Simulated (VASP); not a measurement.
Set up this calculation in VASP 6.6.1, as the native input.

| Property | Result |
| --- | --- |
| Task | single point |
| Functional | PBE |
| Potentials or basis | VASP PAW PBE potentials, release 64 (Ba_sv, Zr_sv, O) |
| Cutoff | 520 eV |
| k mesh | 6 × 6 × 6 |
| Occupations | fermi-dirac, width 0.02 eV |
| Spin | no spin polarisation |
| Dipole correction | no |
| Further INCAR settings | ALGO = Normal; EDIFF = 1e-06; NBANDS = 28 |

The structure of BaZrO3 lies in POSCAR:

```
BaZrO3
1.0
    4.2053390482      0.0000000000      0.0000000000
    0.0000000000      4.2053390482      0.0000000000
    0.0000000000      0.0000000000      4.2053800592
Ba Zr O
1 1 3
Direct
    0.5000000000      0.5000000000      0.5720279748
    0.0000000000      0.0000000000      0.0719925218
    0.0000000000      0.5000000000      0.0719943115
    0.5000000000      0.0000000000      0.0719943115
    0.0000000000      0.0000000000      0.5719878704
```

These files were run (other wordings do the same):

INCAR

```
SYSTEM = BaZrO3
PREC = Accurate
ENCUT = 520
EDIFF = 1E-6
ISMEAR = -1
SIGMA = 0.02
LREAL = .FALSE.
LASPH = .TRUE.
NELM = 60
ALGO = Normal
ISIF = 2
LWAVE = .FALSE.
LCHARG = .TRUE.
GGA = PE
LELF = .TRUE.
LVHAR = .TRUE.
NBANDS = 28
```

KPOINTS

```
Automatic mesh
0
G
  6 6 6
  0 0 0
```

Potentials or basis: VASP PAW PBE potentials, release 64 (Ba_sv, Zr_sv, O).

Run with:

```console
$ cat potpaw_PBE.64/Ba_sv/POTCAR potpaw_PBE.64/Zr_sv/POTCAR potpaw_PBE.64/O/POTCAR > POTCAR
$ mpirun -np 1 vasp_std > vasp.out
```

Results of the run:

The pressure is 3.4 GPa and the band gap on the k mesh is 3.17 eV (least direct gap 3.40 eV).

Caveat: the cell stands under pressure; spin-orbit coupling is left out, which moves the levels of the heavy elements.

Wall time 90 s on 1 thread of Intel Xeon 8259CL, with other jobs on the host, peak memory 0.23 GiB.
